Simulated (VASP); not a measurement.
Input of a VASP 6.6.1 run:

Contents of INCAR:

```
PREC = Accurate
ENCUT = 520
EDIFF = 1E-8
ISMEAR = -1
SIGMA = 0.05
LREAL = False
LASPH = True
NELM = 80
ALGO = Normal
ISIF = 2
LWAVE = False
LCHARG = False
GGA = PE
LEFG = True
NBANDS = 13
```

Contents of KPOINTS:

```
Automatic mesh
0
Gamma
  14 14 14
```

Contents of POSCAR:

```
W
1.0
    0.0406000000      2.0503000000      2.0503000000
    2.0503000000      0.0406000000      2.0503000000
    2.0503000000      2.0503000000      0.0406000000
W
1
Direct
    0.0000000000      0.0000000000      0.0000000000
```

Potentials or basis: VASP PAW PBE potentials, release 64 (W_sv).

Launch:

```sh
$ cat potpaw_PBE.64/W_sv/POTCAR > POTCAR
$ mpirun -np 1 vasp_std > vasp.out
```

**Question.** Estimate the pressure.

**Answer.** -3.9 GPa.

**Question.** Predict the band gap on the k mesh.

**Answer.** Zero (band 7 reaches 13.18 eV, above the bottom of band 8 at 9.83 eV).

Stress tensor (GPa, compression positive):
```
-3.91  1.57  1.57
 1.57 -3.91  1.57
 1.57  1.57 -3.91
```

Caveat: the cell differs from its parent crystal (equal xy, yz and zx shear strains of +2 %); without QUAD_EFG the Cq values of the log hold for a quadrupole moment of 1 mb, not for the nuclei; spin-orbit coupling is left out, which moves the levels of the heavy elements.
